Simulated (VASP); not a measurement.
# C (I-43d) in VASP: notebook

Runs on C. Level: PBE. Tasks: single point, relaxation of cell and atoms.

Everything below comes from runs of VASP 6.6.1. Logs are shortened: lines on timing, memory, paths and dates and some standing lists are left out, and cuts for length are marked.

**1. The cell of the first run**

Symmetry: I-43d, No. 220, cubic system. The conventional cell has a = 4.494 Å, b = 4.494 Å, c = 4.494 Å, α = 90.00°, β = 90.00°, γ = 90.00°. Within 2.6 Å of C (site symmetry 3) lie 14 C at 1.95 to 2.48 Å.

**2. Single point, PBE**

INCAR

```
PREC = Accurate
ENCUT = 520
EDIFF = 1E-6
ISMEAR = 0
SIGMA = 0.1
LREAL = F
LASPH = T
NELM = 100
ALGO = Normal
ISIF = 2
LWAVE = F
LCHARG = F
GGA = PE
NBANDS = 26
```

KPOINTS

```
regular mesh
0
Gamma
  6 6 6
```

POSCAR

```
C
1.0
   -2.2469683600      2.2469683600      2.2469683600
    2.2469683600     -2.2469683600      2.2469683600
    2.2469683600      2.2469683600     -2.2469683600
C
8
Direct
    0.5000000000      0.0000000000      0.4513301000
    0.4513301000      0.5000000000      0.0000000000
    0.0000000000      0.9513301000      0.5000000000
    0.9513301000      0.5000000000      0.0000000000
    0.0000000000      0.4513301000      0.5000000000
    0.5000000000      0.0000000000      0.9513301000
    0.5486699000      0.5486699000      0.5486699000
    0.0486699000      0.0486699000      0.0486699000
```

Potentials or basis: VASP PAW PBE potentials, release 64 (C).

Run with:

```console
$ cat potpaw_PBE.64/C/POTCAR > POTCAR
$ mpirun -np 1 vasp_std > vasp.out
```

OUTCAR:

```text
PREC = Accurate
   ENCUT = 520
   EDIFF = 1E-6
   ISMEAR = 0
   LREAL = F
   LASPH = T
   NELM = 100
   ISIF = 2
   GGA = PE

 ion  position               nearest neighbor table
   1  0.500  0.000  0.451-   6 1.95   6 1.95   4 1.97   7 1.97   7 1.97   4 1.97   3 1.97   3 1.97
                             2 2.04   8 2.04   5 2.04
   2  0.451  0.500  0.000-   4 1.95   4 1.95   3 1.97   6 1.97   7 1.97   6 1.97   3 1.97   7 1.97
                             1 2.04   8 2.04   5 2.04
   3  0.000  0.951  0.500-   5 1.95   5 1.95   1 1.97   2 1.97   8 1.97   8 1.97   1 1.97   2 1.97
                             7 2.04   6 2.04   4 2.04
   4  0.951  0.500  0.000-   2 1.95   2 1.95   1 1.97   5 1.97   8 1.97   5 1.97   1 1.97   8 1.97
                             6 2.04   3 2.04   7 2.04
   5  0.000  0.451  0.500-   3 1.95   3 1.95   6 1.97   4 1.97   7 1.97   4 1.97   7 1.97   6 1.97
                             8 2.04   1 2.04   2 2.04
   6  0.500  0.000  0.951-   1 1.95   1 1.95   5 1.97   2 1.97   8 1.97   5 1.97   2 1.97   8 1.97
                             4 2.04   3 2.04   7 2.04
   7  0.549  0.549  0.549-   8 1.95   8 1.95   5 1.97   1 1.97   2 1.97   1 1.97   5 1.97   2 1.97
                             6 2.04   4 2.04   3 2.04
   8  0.049  0.049  0.049-   7 1.95   7 1.95   6 1.97   3 1.97   3 1.97   4 1.97   6 1.97   4 1.97
                             1 2.04   2 2.04   5 2.04

  LATTYP: Found a body centered cubic cell.
 ALAT       =     4.4939367200

  Lattice vectors:

 A1 = (  -2.2469683600,   2.2469683600,   2.2469683600)
 A2 = (   2.2469683600,  -2.2469683600,   2.2469683600)
 A3 = (   2.2469683600,   2.2469683600,  -2.2469683600)

Analysis of symmetry for initial positions (statically):
=====================================================================
 Subroutine PRICEL returns:
 Original cell was already a primitive cell.

 Routine SETGRP: Setting up the symmetry group for a
 body centered cubic supercell.

 Subroutine GETGRP returns: Found 24 space group operations
 (whereof  3 operations were pure point group operations)
 out of a pool of 48 trial point group operations.

The static configuration has the point symmetry C_3 .
 The point group associated with its full space group is T_d .

Analysis of symmetry for dynamics (positions and initial velocities):
=====================================================================
 Subroutine PRICEL returns:
 Original cell was already a primitive cell.

 Routine SETGRP: Setting up the symmetry group for a
 body centered cubic supercell.

 Subroutine GETGRP returns: Found 24 space group operations
 (whereof  3 operations were pure point group operations)
 out of a pool of 48 trial point group operations.

The dynamic configuration has the point symmetry C_3 .
 The point group associated with its full space group is T_d .

 Subroutine INISYM returns: Found 24 space group operations
 (whereof  3 operations are pure point group operations),
 and found     1 'primitive' translations

----------------------------------------------------------------------------------------

                                     Primitive cell

  volume of cell :      45.3786

  direct lattice vectors                    reciprocal lattice vectors
    -2.246968360  2.246968360  2.246968360     0.000000000  0.222522047  0.222522047
     2.246968360 -2.246968360  2.246968360     0.222522047  0.000000000  0.222522047
     2.246968360  2.246968360 -2.246968360     0.222522047  0.222522047  0.000000000

  length of vectors
     3.891863363  3.891863363  3.891863363     0.314693697  0.314693697  0.314693697

  position of ions in fractional coordinates (direct lattice)
     0.500000000  0.000000000  0.451330100
     0.451330100  0.500000000  0.000000000
     0.000000000  0.951330100  0.500000000
     0.951330100  0.500000000  0.000000000
     0.000000000  0.451330100  0.500000000
     0.500000000  0.000000000  0.951330100
     0.548669900  0.548669900  0.548669900
     0.048669900  0.048669900  0.048669900

  ion indices of the primitive-cell ions
   primitive index   ion index
                 1           1
                 2           2
                 3           3
                 4           4
                 5           5
                 6           6
                 7           7
                 8           8

----------------------------------------------------------------------------------------

 KPOINTS: regular mesh

Automatic generation of k-mesh.
 Grid dimensions read from file:
 generate k-points for:    6    6    6

 Generating k-lattice:

  Cartesian coordinates                     Fractional coordinates (reciprocal lattice)
     0.000000000  0.037087008  0.037087008     0.166666667  0.000000000  0.000000000
     0.037087008  0.000000000  0.037087008     0.000000000  0.166666667  0.000000000
     0.037087008  0.037087008  0.000000000     0.000000000  0.000000000  0.166666667

  Length of vectors
     0.052448950  0.052448950  0.052448950

  Shift w.r.t. Gamma in fractional coordinates (k-lattice)
     0.000000000  0.000000000  0.000000000

 Subroutine IBZKPT returns following result:
 ===========================================

 Found     16 irreducible k-points:

 Following reciprocal coordinates:
            Coordinates               Weight
  0.000000  0.000000  0.000000      1.000000
  0.166667  0.000000  0.000000     12.000000
  0.333333  0.000000  0.000000     12.000000
  0.500000  0.000000  0.000000      6.000000
  0.166667  0.166667  0.000000     24.000000
  0.333333  0.166667  0.000000     48.000000
[... 8 lines left out ...]
  0.500000  0.500000  0.333333     12.000000
  0.500000  0.500000  0.500000      1.000000
   k-points           NKPTS =     16   k-points in BZ     NKDIM =     16   number of bands    NBANDS=     26
   number of dos      NEDOS =    301   number of ions     NIONS =      8
   total plane-waves  NPLWV =  27000
   dimension x,y,z NGX =    30 NGY =   30 NGZ =   30
   dimension x,y,z NGXF=    60 NGYF=   60 NGZF=   60
   ions per type =               8
   NGX,Y,Z   is equivalent  to a cutoff of  12.81, 12.81, 12.81 a.u.
   NGXF,Y,Z  is equivalent  to a cutoff of  25.63, 25.63, 25.63 a.u.
 SYSTEM =  unknown system
   PREC   = accura    normal or accurate (medium, high low for compatibility)
   ISTART =      0    job   : 0-new  1-cont  2-samecut
   ICHARG =      2    charge: 1-file 2-atom 10-const
   ISPIN  =      1    spin polarized calculation?
   LNONCOLLINEAR =      F non collinear calculations
   LSORBIT =      F    spin-orbit coupling
   LASPH  =      T    aspherical Exc in radial PAW
   ENCUT  =  520.0 eV  38.22 Ry    6.18 a.u.   7.24  7.24  7.24*2*pi/ulx,y,z
   NELM   =    100;   NELMIN=  2; NELMDL= -5     # of ELM steps
   EDIFF  = 0.1E-05   stopping-criterion for ELM
   LREAL  =      F    real-space projection
   EDIFFG = 0.1E-04   stopping-criterion for IOM
   NSW    =      0    number of steps for IOM
   IBRION =     -1    ionic relax: 0-MD 1-quasi-New 2-CG
   NFREE  =      0    steps in history (QN), initial steepest desc. (CG)
   ISIF   =      2    stress and relaxation
   ISYM   =      2    0-nonsym 1-usesym 2-fastsym
   POTIM  = 0.5000    time-step for ionic-motion
   TEBEG  =    0.0;   TEEND  =   0.0 temperature during run
   PSTRESS=    0.0 pullay stress
   NELECT =      32.0000    total number of electrons
   NUPDOWN=      -1.0000    fix difference up-down
   EMIN   =  10.00;   EMAX   =-10.00  energy-range for DOS
   EFERMI =   0.00;   METHOD = LEGACY
   ISMEAR =     0;   SIGMA  =   0.10  broadening in eV -4-tet -1-fermi 0-gaus
   EFERMI_NEDOS =   21; number of points for ismear=-14 and -15
   IALGO  =     38    algorithm
   IMIX   =      4    mixing-type and parameters
     AMIX     =   0.40;   BMIX     =  1.00
     AMIX_MAG =   1.60;   BMIX_MAG =  1.00
  volume/ion in A,a.u.               =       5.67        38.28
  Fermi-wavevector in a.u.,A,eV,Ry     =   1.457162  2.753637 28.889542  2.123321
  Thomas-Fermi vector in A             =   2.573996
   LORBIT       =      0    0 simple, 1 ext, 2 COOP (PROOUT), +10 PAW based schemes
   GGA     = PE    functional components
   LHFCALC =     F    Hartree Fock is set to
   AEXX    =    0.0000 exact exchange contribution
   IVDW    =     0    specifies the selected vdW correction
   LEPSILON=     F    determine dielectric tensor
   LRPA    =     F    only Hartree local field effects (RPA)
 non-spin polarized calculation
 Gauss-broadening in eV      SIGMA  =   0.10
  energy-cutoff  :      520.00
  volume of cell :       45.38
 maximum number of plane-waves:      1264
 NGX is ok and might be reduce to    30
   NGX = 15   NGY = 15   NGZ = 15

 number of electron      32.0000001 magnetization

 Free energy of the ion-electron system (eV)
  ---------------------------------------------------
  ext. energy  EPLUGINS =         0.00000000
  ---------------------------------------------------
  free energy    TOTEN  =       -37.60863137 eV

  energy without entropy =      -37.59374190  energy(sigma->0) =      -37.60118663

 E-fermi :  11.0430     XC(G=0): -13.9328

 val. band max:       11.0286182418   @ k =   0.5000   0.5000   0.1667
 cond. band min:      11.0824460544   @ k =   0.3333   0.3333   0.0000
 fundamental gap:      0.0538278126
 Fermi energy:        11.0430140239

 k-point     1 :       0.0000    0.0000    0.0000
  band No.  band energies     occupation
      1     -11.0767      2.00000
      2       0.1685      2.00000
      3       0.2532      2.00000
      4       0.2532      2.00000
      5       0.2532      2.00000
      6       0.4414      2.00000
[... 18 lines left out ...]
     25      16.7535      0.00000
     26      18.8567      0.00000

 k-point     2 :       0.1667    0.0000    0.0000
  band No.  band energies     occupation
      1     -10.7319      2.00000
      2      -2.6158      2.00000
      3      -0.8384      2.00000
      4      -0.8019      2.00000
      5      -0.5813      2.00000
      6      -0.5317      2.00000
[... 18 lines left out ...]
     25      17.4317      0.00000
[... 376 lines left out ...]
     25      16.5200      0.00000
     26      16.5328      0.00000

 k-point    16 :       0.5000    0.5000    0.5000
  band No.  band energies     occupation
      1      -4.9400      2.00000
      2      -4.9400      2.00000
      3      -4.9400      2.00000
      4      -4.9400      2.00000
      5      -4.9400      2.00000
      6      -4.9400      2.00000
[... 18 lines left out ...]
     25      14.8548      0.00000
     26      14.8548      0.00000

------------------------ aborting loop because EDIFF is reached ----------------------------------------

  FORCE on cell =-STRESS in cart. coord.  units (eV):
  Direction    XX          YY          ZZ          XY          YZ          ZX
  --------------------------------------------------------------------------------------
  -------------------------------------------------------------------------------------
  Total       12.2940849     12.2940849     12.2940849      0.0000000     -0.0000000      0.0000000
  in kB      434.0661579    434.0661579    434.0661579      0.0000000     -0.0000000      0.0000000
  external PRESSURE =     434.0661579 kB  Pullay stress =       0.0000000 kB

 VOLUME and BASIS-vectors are now :
 -----------------------------------------------------------------------------
  energy-cutoff  :      520.00
  volume of cell :       45.38
      direct lattice vectors                 reciprocal lattice vectors
    -2.246968360  2.246968360  2.246968360     0.000000000  0.222522047  0.222522047
     2.246968360 -2.246968360  2.246968360     0.222522047  0.000000000  0.222522047
     2.246968360  2.246968360 -2.246968360     0.222522047  0.222522047  0.000000000

 POSITION                                       TOTAL-FORCE (eV/Angst)
 -----------------------------------------------------------------------------------
     -0.10936      2.13761      0.10936         0.012524      0.012524     -0.012524
      0.10936     -0.10936      2.13761        -0.012524      0.012524      0.012524
      3.26109     -1.01412      1.01412         0.012524     -0.012524      0.012524
     -1.01412      1.01412      3.26109        -0.012524      0.012524      0.012524
      2.13761      0.10936     -0.10936         0.012524     -0.012524      0.012524
      1.01412      3.26109     -1.01412         0.012524      0.012524     -0.012524
      1.23284      1.23284      1.23284        -0.012524     -0.012524     -0.012524
      0.10936      0.10936      0.10936        -0.012524     -0.012524     -0.012524
 -----------------------------------------------------------------------------------
    total drift:                                0.000000      0.000000      0.000000

  FREE ENERGIE OF THE ION-ELECTRON SYSTEM (eV)
  ---------------------------------------------------
  free  energy   TOTEN  =       -37.6086313711 eV

  energy  without entropy=      -37.5937418958  energy(sigma->0) =      -37.60118663
```

Wall time 11 s (1 thread of Intel Xeon Platinum 8488C (Sapphire Rapids), shared host); peak memory 0.15 GiB.

What came out:

```
Free energy            : -37.6086 eV
Pressure               : 43.4 GPa
Largest force          : 0.022 eV/Å
Band gap on the k mesh : zero (band 16 reaches 14.79 eV, above the bottom of band 17 at 10.40 eV)
```

Forces in eV/Å, atoms in the order of the input:
```
C    0.013  0.013 -0.013
C   -0.013  0.013  0.013
C    0.013 -0.013  0.013
C   -0.013  0.013  0.013
C    0.013 -0.013  0.013
C    0.013  0.013 -0.013
C   -0.013 -0.013 -0.013
C   -0.013 -0.013 -0.013
```

[end of part 1 of 2]
